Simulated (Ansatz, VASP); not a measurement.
CoGe3: VASP beside Ansatz

```xyz
4
Lattice="3.9922 0.0000 0.0000 0.0000 3.9922 0.0000 0.0000 0.0000 3.9922" Properties=species:S:1:pos:R:3 pbc="T T T"
Ge    0.0000    1.9961    1.9961
Ge    1.9961    0.0000    1.9961
Ge    1.9961    1.9961    0.0000
Co    0.0000    0.0000    0.0000
```

Alike in both runs: task relaxation of cell and atoms; functional PBE; k mesh 10 × 10 × 10; occupations gaussian, width 0.1 eV; no spin polarisation.

|  | VASP | Ansatz |
| --- | --- | --- |
| version | VASP 6.6.1 | Ansatz 0.2.0 |
| potentials or method | VASP PAW PBE potentials, release 64 (Ge_d, Co), cutoff 600 eV | scalar-relativistic, plane waves, PAW |
| valence electrons in the cell | 51 | 59 |

Ansatz gave:

```
gap on the k mesh at the Fermi level, each at its own relaxed structure (eV) : none
relaxed volume (Å³/atom)                                                     : 15.91
relaxed cell length with the largest relative difference (Å)                 : 3.992
```

Q: Which values does VASP return?

A: gap on the k mesh at the Fermi level, each at its own relaxed structure (eV): none; relaxed volume (Å³/atom): 15.93; relaxed cell length with the largest relative difference (Å): 3.994.

A gap of «none» marks a metal or a gap that the smearing closes. VASP's potentials hold 51 valence electrons a cell and Ansatz's 59, so a difference there can come from the potentials and not from the codes.
